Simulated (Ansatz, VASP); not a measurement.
## Two plane-wave programs on HfB2

The input INCAR:

```
ALGO = Normal
EDIFF = 1E-6
ENCUT = 520
GGA = PE
ISIF = 2
ISMEAR = 1
LASPH = True
LCHARG = False
LREAL = False
LWAVE = False
NBANDS = 15
NELM = 60
PREC = Accurate
SIGMA = 0.1
```

The input KPOINTS:

```
k-points
0
Gamma
  13 13 10
```

POSCAR

```
HfB2
1.0
    3.1400000000     -0.0314000000      0.0000000000
   -1.5971932000      2.7350200000      0.0000000000
    0.0000000000      0.0000000000      3.4800000000
Hf B
1 2
Direct
    0.0000000000      0.0000000000      0.0000000000
    0.3333333333      0.6666666667      0.5000000000
    0.6666666667      0.3333333333      0.5000000000
```

Input for Ansatz:

```yaml
crystal:
  lattice:
    - [3.14, -0.0314, 0.0]
    - [-1.5971932, 2.73502, 0.0]
    - [0.0, 0.0, 3.48]
  atoms:
    - { symbol: Hf, position: [0.0, 0.0, 0.0] }
    - { symbol: B, position: [0.3333333333333333, 0.6666666666666666, 0.5] }
    - { symbol: B, position: [0.6666666666666666, 0.3333333333333333, 0.5] }
basis:
  ecutwfc: 420.0
kpoints:
  mp_grid:
    grid: [13, 13, 10]
hamiltonian:
  xc: pbe
  pseudopotentials:
    kind: paw
scf:
  occupations:
    method: cold
output:
  stress: true
```

Alike in both runs: task single point; functional PBE; k mesh 13 × 13 × 10; no spin polarisation.

```csv
,VASP,Ansatz
version,VASP 6.6.1,Ansatz 0.2.0
potentials or method,"VASP PAW PBE potentials, release 64 (Hf_pv, B), cutoff 520 eV","plane waves, PAW"
occupations,"methfessel-paxton of order 1, width 0.1 eV",cold
valence electrons in the cell,16,32
```

Ansatz gave:

```
pressure (GPa)                                                : 1.5
traceless stress, the component that is largest in VASP (GPa) : 5.39
```

Task: What did VASP give for the same quantities?

Result: Pressure (GPa): 1.1; traceless stress, the component that is largest in VASP (GPa): 5.40.

VASP's potentials hold 16 valence electrons a cell and Ansatz's 32, so a difference there can come from the potentials and not from the codes.

Neither program's run includes spin-orbit coupling.
